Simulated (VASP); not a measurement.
# Si4Mo2S in VASP: notebook

The runs below take Si4Mo2S through single point, with PBE.

Everything below comes from runs of VASP 6.6.1. Logs are shortened: lines on timing, memory, paths and dates and some standing lists are left out, and cuts for length are marked.

**1. The cell of the first run**

The cell holds a slab with vacuum, 7 atoms: a = 3.217 Å, b = 3.217 Å, c = 21.879 Å, α = 90.00°, β = 90.00°, γ = 90.00°.

**2. Single point, PBE**

File INCAR:

```
SYSTEM = Si4Mo2S
PREC = Accurate
ENCUT = 520
EDIFF = 1E-6
ISMEAR = 0
SIGMA = 0.1
LREAL = .False.
LASPH = .True.
NELM = 80
ALGO = Normal
ISIF = 2
LWAVE = .False.
LCHARG = .False.
LDIPOL = .True.
IDIPOL = 3
DIPOL = 0.5 0.5 0.363
GGA = PE
NBANDS = 34
```

File KPOINTS:

```
regular mesh
0
Gamma
  8 8 1
  0 0 0
```

File POSCAR:

```
Si4Mo2S
1.0
    3.2169717406      0.0000000000      0.0000000000
    0.0000000000      3.2169717406      0.0000000000
    0.0000000000      0.0000000000     21.8787970309
Si Mo S
4 2 1
Direct
    0.0000000000      0.0000000000      0.1828254083
    0.0000000000      0.0000000000      0.3015081460
    0.5000000000      0.5000000000      0.3593659940
    0.5000000000      0.5000000000      0.4743769512
    0.5000000000      0.5000000000      0.2421667771
    0.0000000000      0.0000000000      0.4192862009
    0.5000000000      0.7500000000      0.5613716910
```

Potentials or basis: VASP PAW PBE potentials, release 64 (Si, Mo_sv, S).

Command:

```console
$ cat potpaw_PBE.64/Si/POTCAR potpaw_PBE.64/Mo_sv/POTCAR potpaw_PBE.64/S/POTCAR > POTCAR
$ mpirun -np 1 vasp_std > vasp.out
```

OUTCAR:

```text
SYSTEM = Si4Mo2S
   PREC = Accurate
   ENCUT = 520
   EDIFF = 1E-6
   ISMEAR = 0
   LREAL = .False.
   LASPH = .True.
   NELM = 80
   ISIF = 2
   GGA = PE

 ion  position               nearest neighbor table
   1  0.000  0.000  0.183-   2 2.60   5 2.62   5 2.62   5 2.62   5 2.62
   2  0.000  0.000  0.302-   6 2.58   1 2.60   3 2.60   3 2.60   3 2.60   3 2.60   5 2.62   5 2.62
                             5 2.62   5 2.62
   3  0.500  0.500  0.359-   4 2.52   5 2.56   2 2.60   2 2.60   2 2.60   2 2.60   6 2.63   6 2.63
                             6 2.63   6 2.63
   4  0.500  0.500  0.474-   7 2.07   3 2.52   6 2.57   6 2.57   6 2.57   6 2.57
   5  0.500  0.500  0.242-   3 2.56   1 2.62   1 2.62   1 2.62   1 2.62   2 2.62   2 2.62   2 2.62
                             2 2.62
   6  0.000  0.000  0.419-   4 2.57   4 2.57   4 2.57   4 2.57   2 2.58   3 2.63   3 2.63   3 2.63
                             3 2.63
   7  0.500  0.750  0.561-   4 2.07

  LATTYP: Found a simple tetragonal cell.
 ALAT       =     3.2169717406
 C/A-ratio  =     6.8010535358

  Lattice vectors:

 A1 = (   3.2169717406,   0.0000000000,   0.0000000000)
 A2 = (   0.0000000000,   3.2169717406,   0.0000000000)
 A3 = (   0.0000000000,   0.0000000000,  21.8787970309)

Analysis of symmetry for initial positions (statically):
=====================================================================
 Subroutine PRICEL returns:
 Original cell was already a primitive cell.

 Routine SETGRP: Setting up the symmetry group for a
 simple tetragonal supercell.

 Subroutine GETGRP returns: Found  2 space group operations
 (whereof  2 operations were pure point group operations)
 out of a pool of 16 trial point group operations.

The static configuration has the point symmetry C_1h.

Analysis of symmetry for dynamics (positions and initial velocities):
=====================================================================
 Subroutine PRICEL returns:
 Original cell was already a primitive cell.

 Routine SETGRP: Setting up the symmetry group for a
 simple tetragonal supercell.

 Subroutine GETGRP returns: Found  2 space group operations
 (whereof  2 operations were pure point group operations)
 out of a pool of 16 trial point group operations.

The dynamic configuration has the point symmetry C_1h.

 Subroutine INISYM returns: Found  2 space group operations
 (whereof  2 operations are pure point group operations),
 and found     1 'primitive' translations

----------------------------------------------------------------------------------------

                                     Primitive cell

  volume of cell :     226.4216

  direct lattice vectors                    reciprocal lattice vectors
     3.216971741  0.000000000  0.000000000     0.310851347  0.000000000  0.000000000
     0.000000000  3.216971741  0.000000000     0.000000000  0.310851347  0.000000000
     0.000000000  0.000000000 21.878797031     0.000000000  0.000000000  0.045706352

  length of vectors
     3.216971741  3.216971741 21.878797031     0.310851347  0.310851347  0.045706352

  position of ions in fractional coordinates (direct lattice)
     0.000000000  0.000000000  0.182825408
     0.000000000  0.000000000  0.301508146
     0.500000000  0.500000000  0.359365994
     0.500000000  0.500000000  0.474376951
     0.500000000  0.500000000  0.242166777
     0.000000000  0.000000000  0.419286201
     0.500000000  0.750000000  0.561371691

  ion indices of the primitive-cell ions
   primitive index   ion index
                 1           1
                 2           2
                 3           3
                 4           4
                 5           5
                 6           6
                 7           7

----------------------------------------------------------------------------------------

 KPOINTS: regular mesh

Automatic generation of k-mesh.
 Grid dimensions read from file:
 generate k-points for:    8    8    1

 Generating k-lattice:

  Cartesian coordinates                     Fractional coordinates (reciprocal lattice)
     0.038856418  0.000000000  0.000000000     0.125000000  0.000000000  0.000000000
     0.000000000  0.038856418  0.000000000     0.000000000  0.125000000  0.000000000
     0.000000000  0.000000000  0.045706352     0.000000000  0.000000000  1.000000000

  Length of vectors
     0.038856418  0.038856418  0.045706352

  Shift w.r.t. Gamma in fractional coordinates (k-lattice)
     0.000000000  0.000000000  0.000000000

 Subroutine IBZKPT returns following result:
 ===========================================

 Found     25 irreducible k-points:

 Following reciprocal coordinates:
            Coordinates               Weight
  0.000000  0.000000  0.000000      1.000000
  0.125000  0.000000  0.000000      2.000000
  0.000000  0.125000  0.000000      2.000000
  0.250000  0.000000  0.000000      2.000000
  0.000000  0.250000  0.000000      2.000000
  0.375000  0.000000  0.000000      2.000000
[... 16 lines left out ...]
  0.500000  0.375000  0.000000      2.000000
 -0.375000  0.500000  0.000000      2.000000
   k-points           NKPTS =     25   k-points in BZ     NKDIM =     25   number of bands    NBANDS=     34
   number of dos      NEDOS =    301   number of ions     NIONS =      7
   total plane-waves  NPLWV =  96768
   dimension x,y,z NGX =    24 NGY =   24 NGZ =  168
   dimension x,y,z NGXF=    48 NGYF=   48 NGZF=  336
   ions per type =               4   2   1
   NGX,Y,Z   is equivalent  to a cutoff of  12.40, 12.40, 12.77 a.u.
   NGXF,Y,Z  is equivalent  to a cutoff of  24.81, 24.81, 25.53 a.u.
 SYSTEM =  Si4Mo2S
   PREC   = accura    normal or accurate (medium, high low for compatibility)
   ISTART =      0    job   : 0-new  1-cont  2-samecut
   ICHARG =      2    charge: 1-file 2-atom 10-const
   ISPIN  =      1    spin polarized calculation?
   LNONCOLLINEAR =      F non collinear calculations
   LSORBIT =      F    spin-orbit coupling
   LASPH  =      T    aspherical Exc in radial PAW
   ENCUT  =  520.0 eV  38.22 Ry    6.18 a.u.   5.98  5.98 40.68*2*pi/ulx,y,z
   NELM   =     80;   NELMIN=  2; NELMDL= -5     # of ELM steps
   EDIFF  = 0.1E-05   stopping-criterion for ELM
   LREAL  =      F    real-space projection
   EDIFFG = 0.1E-04   stopping-criterion for IOM
   NSW    =      0    number of steps for IOM
   IBRION =     -1    ionic relax: 0-MD 1-quasi-New 2-CG
   NFREE  =      0    steps in history (QN), initial steepest desc. (CG)
   ISIF   =      2    stress and relaxation
   ISYM   =      2    0-nonsym 1-usesym 2-fastsym
   POTIM  = 0.5000    time-step for ionic-motion
   TEBEG  =    0.0;   TEEND  =   0.0 temperature during run
   PSTRESS=    0.0 pullay stress
   NELECT =      50.0000    total number of electrons
   NUPDOWN=      -1.0000    fix difference up-down
   EMIN   =  10.00;   EMAX   =-10.00  energy-range for DOS
   EFERMI =   0.00;   METHOD = LEGACY
   ISMEAR =     0;   SIGMA  =   0.10  broadening in eV -4-tet -1-fermi 0-gaus
   EFERMI_NEDOS =   21; number of points for ismear=-14 and -15
   IALGO  =     38    algorithm
   IMIX   =      4    mixing-type and parameters
     AMIX     =   0.40;   BMIX     =  1.00
     AMIX_MAG =   1.60;   BMIX_MAG =  1.00
  volume/ion in A,a.u.               =      32.35       218.28
  Fermi-wavevector in a.u.,A,eV,Ry     =   0.989522  1.869926 13.322200  0.979154
  Thomas-Fermi vector in A             =   2.121127
   LORBIT       =      0    0 simple, 1 ext, 2 COOP (PROOUT), +10 PAW based schemes
   GGA     = PE    functional components
   LHFCALC =     F    Hartree Fock is set to
   AEXX    =    0.0000 exact exchange contribution
   IVDW    =     0    specifies the selected vdW correction
   LEPSILON=     F    determine dielectric tensor
   LRPA    =     F    only Hartree local field effects (RPA)
 non-spin polarized calculation
 Gauss-broadening in eV      SIGMA  =   0.10
  energy-cutoff  :      520.00
  volume of cell :      226.42
 maximum number of plane-waves:      6156
   NGX = 11   NGY = 11   NGZ = 81

 dipolmoment           0.000000      0.000000     -0.007586 electrons x Angstroem

 number of electron      50.0000005 magnetization

 dipolmoment           0.000000      0.000000      0.067162 electrons x Angstroem

 Free energy of the ion-electron system (eV)
  ---------------------------------------------------
  ext. energy  EPLUGINS =         0.00000000
  ---------------------------------------------------
  free energy    TOTEN  =       -48.05499686 eV

  energy without entropy =      -48.04535795  energy(sigma->0) =      -48.05017740

 E-fermi :   1.9323     XC(G=0):  -6.1474

 val. band max:        1.9023686660   @ k =   0.0000   0.0000   0.0000
 cond. band min:       1.9496431531   @ k =   0.0000   0.3750   0.0000
 fundamental gap:      0.0472744871
 Fermi energy:         1.9323369465

 k-point     1 :       0.0000    0.0000    0.0000
  band No.  band energies     occupation
      1     -58.7568      2.00000
      2     -58.6395      2.00000
      3     -32.9288      2.00000
      4     -32.8397      2.00000
      5     -32.8121      2.00000
      6     -32.7960      2.00000
[... 26 lines left out ...]
     33       6.0257      0.00000
     34       6.2549      0.00000

 k-point     2 :       0.1250    0.0000    0.0000
  band No.  band energies     occupation
      1     -58.7543      2.00000
      2     -58.6370      2.00000
      3     -32.9245      2.00000
      4     -32.8486      2.00000
      5     -32.8361      2.00000
      6     -32.7917      2.00000
[... 26 lines left out ...]
     33       6.2483      0.00000
     34       6.3605      0.00000
[... 775 lines left out ...]
     33       5.9706      0.00000
     34       6.5165      0.00000

 k-point    24 :      -0.3750    0.5000    0.0000
  band No.  band energies     occupation
      1     -58.7255      2.00000
      2     -58.6086      2.00000
      3     -33.0591      2.00000
      4     -32.9849      2.00000
      5     -32.9163      2.00000
      6     -32.8722      2.00000
[... 26 lines left out ...]
     33       6.0227      0.00000
     34       6.4681      0.00000

 [... further k-points ...]

------------------------ aborting loop because EDIFF is reached ----------------------------------------

 vacuum level on the upper side and lower side of the slab       (xc-potential included)         0.371        -0.785

  FORCE on cell =-STRESS in cart. coord.  units (eV):
  Direction    XX          YY          ZZ          XY          YZ          ZX
  --------------------------------------------------------------------------------------
  -------------------------------------------------------------------------------------
  Total        0.1237145     -0.2164194     -0.2222039      0.0000000     -0.3841279      0.0000000
  in kB        0.8754132     -1.5314003     -1.5723323      0.0000000     -2.7181193      0.0000000
  external PRESSURE =      -0.7427731 kB  Pullay stress =       0.0000000 kB

 VOLUME and BASIS-vectors are now :
 -----------------------------------------------------------------------------
  energy-cutoff  :      520.00
  volume of cell :      226.42
      direct lattice vectors                 reciprocal lattice vectors
     3.216971741  0.000000000  0.000000000     0.310851347  0.000000000  0.000000000
     0.000000000  3.216971741  0.000000000     0.000000000  0.310851347  0.000000000
     0.000000000  0.000000000 21.878797031     0.000000000  0.000000000  0.045706352

 POSITION                                       TOTAL-FORCE (eV/Angst)
 -----------------------------------------------------------------------------------
      0.00000      0.00000      4.00000         0.000000     -0.006423      0.596249
      0.00000      0.00000      6.59664         0.000000      0.013453     -0.541754
      1.60849      1.60849      7.86250         0.000000     -0.011934     -0.200275
      1.60849      1.60849     10.37880         0.000000     -0.310631      0.819726
      1.60849      1.60849      5.29832         0.000000      0.011627     -0.095665
      0.00000      0.00000      9.17348         0.000000      0.296952     -0.537180
      1.60849      2.41273     12.28214         0.000000      0.006956     -0.041101
 -----------------------------------------------------------------------------------
    total drift:                                0.000000     -0.000025      0.000289

  FREE ENERGIE OF THE ION-ELECTRON SYSTEM (eV)
  ---------------------------------------------------
  free  energy   TOTEN  =       -48.0549968584 eV

  energy  without entropy=      -48.0453579489  energy(sigma->0) =      -48.05017740

 vacuum level on the upper side and lower side of the slab         7.451         6.250
```

Wall time 2.7 min (1 thread of Intel Xeon 6975P-C (Granite Rapids), shared host); peak memory 0.39 GiB.

What came out:

| Property | Result |
| --- | --- |
| Free energy | -48.0550 eV |
| Largest force | 0.877 eV/Å |
| Band gap on the k mesh | zero (bands 25 and 26 overlap by 0.57 eV) |

Forces on the atoms (eV/Å):
```
Si   0.000 -0.006  0.596
Si   0.000  0.013 -0.542
Si   0.000 -0.012 -0.200
Si   0.000 -0.311  0.820
Mo   0.000  0.012 -0.096
Mo   0.000  0.297 -0.537
S    0.000  0.007 -0.041
```

**3. Single point, PBE**

File INCAR:

```
PREC = Accurate ; ENCUT = 520
EDIFF = 1E-7 ; ISMEAR = 0
SIGMA = 0.1 ; LREAL = False
LASPH = True ; NELM = 80
ALGO = Normal ; ISIF = 2
LWAVE = False ; LCHARG = True
LDIPOL = True ; IDIPOL = 3
DIPOL = 0.5 0.5 0.359 ; GGA = PE
LELF = True ; LVHAR = True
LVACPOTAV = True ; NBANDS = 34
```

File KPOINTS:

```
regular mesh
0
Gamma
  8 8 1
```

Changes to POSCAR since step 2:

```diff
@@ -14,2 +14,2 @@
     0.0000000000      0.0000000000      0.4192862009
-    0.5000000000      0.7500000000      0.5613716910
+    0.7500000000      1.0000000000      0.5358657675
```

Potentials or basis: VASP PAW PBE potentials, release 64 (Si, Mo_sv, S).

Command:

```console
$ cat potpaw_PBE.64/Si/POTCAR potpaw_PBE.64/Mo_sv/POTCAR potpaw_PBE.64/S/POTCAR > POTCAR
$ mpirun -np 1 vasp_std > vasp.out
```

Wall time 2.3 min (1 thread of Intel Xeon 6975P-C (Granite Rapids), shared host); peak memory 0.4 GiB.

It converged, with:

```
Free energy            : -48.6952 eV
Largest force          : 0.874 eV/Å
Band gap on the k mesh : zero (bands 25 and 26 overlap by 0.54 eV)
```

Forces on the atoms (eV/Å):
```
Si  -0.015  0.000  0.581
Si   0.023  0.000 -0.606
Si  -0.098  0.000 -0.277
Si   0.052  0.000  0.873
Mo   0.040  0.000 -0.299
Mo  -0.136  0.000 -0.243
S    0.133  0.000 -0.029
```

Levels at points of the mesh, in eV from the Fermi level:
| k point | band 22 | band 23 | band 24 | band 25 | band 26 | band 27 | band 28 | band 29 |
| --- | --- | --- | --- | --- | --- | --- | --- | --- |
| (0.00, 0.00, 0.00) | -1.09 | -0.30 | 0.21 | 0.45 | 0.72 | 0.94 | 1.56 | 1.56 |
| (0.50, 0.00, 0.00) | -1.72 | -1.63 | -0.22 | -0.16 | -0.10 | 1.26 | 2.34 | 2.46 |
| (0.00, 0.50, 0.00) | -1.71 | -0.59 | -0.43 | -0.15 | -0.06 | 2.15 | 2.38 | 2.97 |
| (0.50, 0.50, 0.00) | -1.74 | -1.62 | -1.58 | -0.10 | -0.08 | 1.36 | 2.13 | 2.38 |

**4. Single point, PBE**

File INCAR:

```
SYSTEM = Si4Mo2S
ALGO     = Normal         ! electronic algorithm
DIPOL    = 0.5 0.5 0.364
EDIFF    = 1E-6           ! SCF threshold, eV
ENCUT    = 520            ! plane-wave cutoff, eV
GGA      = PE             ! functional
IDIPOL   = 3            
ISIF     = 2              ! what is computed and relaxed
ISMEAR   = 0              ! smearing method
LASPH    = .True.         ! aspherical terms in the spheres
LCHARG   = .False.        ! write CHGCAR
LDIPOL   = .True.       
LREAL    = .False.        ! projectors in reciprocal space
LWAVE    = .False.        ! write WAVECAR
NBANDS   = 34             ! bands
NELM     = 60             ! most SCF steps
PREC     = Accurate       ! precision mode
SIGMA    = 0.1            ! smearing width, eV
```

File KPOINTS:

```
k-points
0
Gamma
  8 8 1
  0 0 0
```

Changes to POSCAR since step 3:

```diff
@@ -14,2 +14,2 @@
     0.0000000000      0.0000000000      0.4192862009
-    0.7500000000      1.0000000000      0.5358657675
+    0.5000000000      0.6250000000      0.5678867076
```

Potentials or basis: VASP PAW PBE potentials, release 64 (Si, Mo_sv, S).

Command:

```console
$ cat potpaw_PBE.64/Si/POTCAR potpaw_PBE.64/Mo_sv/POTCAR potpaw_PBE.64/S/POTCAR > POTCAR
$ mpirun -np 1 vasp_std > vasp.out
```

OUTCAR:

```text
SYSTEM = Si4Mo2S
   EDIFF = 1E-6
   ENCUT = 520
   GGA = PE
   ISIF = 2
   ISMEAR = 0
   LASPH = .True.
   LREAL = .False.
   NELM = 60
   PREC = Accurate

 ion  position               nearest neighbor table
   1  0.000  0.000  0.183-   2 2.60   5 2.62   5 2.62   5 2.62   5 2.62
   2  0.000  0.000  0.302-   6 2.58   1 2.60   3 2.60   3 2.60   3 2.60   3 2.60   5 2.62   5 2.62
                             5 2.62   5 2.62
   3  0.500  0.500  0.359-   4 2.52   5 2.56   2 2.60   2 2.60   2 2.60   2 2.60   6 2.63   6 2.63
                             6 2.63   6 2.63
[... 1109 lines left out ...]
  Total       -0.9672186     -1.1499671      0.0872566      0.0000000     -0.6539818      0.0000000
  in kB       -6.8441151     -8.1372576      0.6174348      0.0000000     -4.6276268      0.0000000
  external PRESSURE =      -4.7879793 kB  Pullay stress =       0.0000000 kB

 VOLUME and BASIS-vectors are now :
 -----------------------------------------------------------------------------
  energy-cutoff  :      520.00
  volume of cell :      226.42
      direct lattice vectors                 reciprocal lattice vectors
     3.216971741  0.000000000  0.000000000     0.310851347  0.000000000  0.000000000
     0.000000000  3.216971741  0.000000000     0.000000000  0.310851347  0.000000000
     0.000000000  0.000000000 21.878797031     0.000000000  0.000000000  0.045706352

 POSITION                                       TOTAL-FORCE (eV/Angst)
 -----------------------------------------------------------------------------------
      0.00000      0.00000      4.00000         0.000000     -0.001981      0.602234
      0.00000      0.00000      6.59664         0.000000      0.003467     -0.503197
      1.60849      1.60849      7.86250         0.000000      0.009783     -0.142554
      1.60849      1.60849     10.37880         0.000000      0.008826      1.112204
      1.60849      1.60849      5.29832         0.000000      0.002995     -0.135683
      0.00000      0.00000      9.17348         0.000000      0.174061     -0.896382
      1.60849      2.01061     12.42468         0.000000     -0.197152     -0.036622
 -----------------------------------------------------------------------------------
    total drift:                                0.000000     -0.000003      0.000241

  FREE ENERGIE OF THE ION-ELECTRON SYSTEM (eV)
  ---------------------------------------------------
  free  energy   TOTEN  =       -48.1271984311 eV

  energy  without entropy=      -48.1208175590  energy(sigma->0) =      -48.12400800

 vacuum level on the upper side and lower side of the slab         7.567         6.165
```

OSZICAR:

```text
N       E                     dE             d eps       ncg     rms          rms(c)
DAV:   1     0.351279457575E+03    0.35128E+03   -0.26171E+04  2060   0.125E+03
DAV:   2    -0.311571612328E+02   -0.38244E+03   -0.37092E+03  2068   0.306E+02
DAV:   3    -0.499072584231E+02   -0.18750E+02   -0.18081E+02  2160   0.589E+01
[... 24 lines left out ...]
DAV:  28    -0.481271844888E+02   -0.67013E-05   -0.10672E-06  1344   0.398E-03    0.301E-03
DAV:  29    -0.481271921623E+02   -0.76735E-05   -0.51469E-07  1330   0.230E-03    0.176E-03
DAV:  30    -0.481271947182E+02   -0.25559E-05   -0.11183E-07  1188   0.137E-03    0.104E-03
DAV:  31    -0.481271976431E+02   -0.29249E-05   -0.18440E-07  1214   0.118E-03    0.774E-04
DAV:  32    -0.481271984311E+02   -0.78796E-06   -0.53069E-08  1166   0.695E-04
   1 F= -.48127198E+02 E0= -.48124008E+02  d E =-.638087E-02
```

Wall time 2.6 min (1 thread of Intel Xeon 6975P-C (Granite Rapids), shared host); peak memory 0.4 GiB.

Results:

- Free energy: -48.1272 eV
- Largest force: 1.112 eV/Å
- Band gap on the k mesh: zero (bands 25 and 26 overlap by 0.63 eV)

Forces on the atoms (eV/Å):
```
Si   0.000 -0.002  0.602
Si   0.000  0.003 -0.503
Si   0.000  0.010 -0.143
Si   0.000  0.009  1.112
Mo   0.000  0.003 -0.136
Mo   0.000  0.174 -0.896
S    0.000 -0.197 -0.037
```

**5. Summary**

```tsv
cell	gap on the mesh (eV)	largest force (eV/Å)
as given, atomic positions A	none	0.88
as given, atomic positions B	none	0.87
as given, atomic positions C	none	1.11
```

Alike in all rows: task single point; level PBE; potentials or basis VASP PAW PBE potentials, release 64 (Si, Mo_sv, S); no spin polarisation; k mesh 8 × 8 × 1; cutoff (eV) 520; smearing gaussian 0.1 eV.

Absolute energies hang on the potentials; compare differences alone.

The gap in the log of VASP goes by the Fermi energy; the results here count the filled bands.